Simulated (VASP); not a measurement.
Runs of VASP 6.6.1 on N. Symmetry: P4_2/mnm, No. 136, tetragonal system. The conventional cell has a = 3.961 Å, b = 3.961 Å, c = 5.133 Å, α = 90.00°, β = 90.00°, γ = 90.00°. N (site symmetry m2m) has 1 N at 1.09 Å within 1.5 Å. 

```tsv
level	potentials or basis	k mesh	gap on the mesh (eV)	pressure (GPa)	largest force (eV/Å)
LDA	VASP PAW LDA potentials, release 64 (N)	4 × 4 × 4	6.60	(b)	(a)
r2SCAN	VASP PAW PBE potentials, release 64 (N)	6 × 6 × 4	7.46	3.3	2.24
r2SCAN	VASP PAW PBE potentials, release 64 (N)	4 × 4 × 4	7.46	3.3	2.24
PBE	VASP PAW PBE potentials, release 64 (N)	4 × 4 × 4	6.80	5.3	3.11
```

Alike in all rows: task single point; no spin polarisation; cell as given; cutoff (eV) 520; smearing gaussian 0.01 eV.

Q: Estimate the missing entries.

A: (a) 1.58; (b) 1.6.

Caveats: the standard files for N, O and F lose accuracy on very short bonds; forces of over 1 eV/Å act on the atoms, so gaps and moduli don't describe the material at rest (some runs); the PAW data sets were made with another functional, which shifts forces and pressure a little (some runs).

A k mesh can miss the band edges.
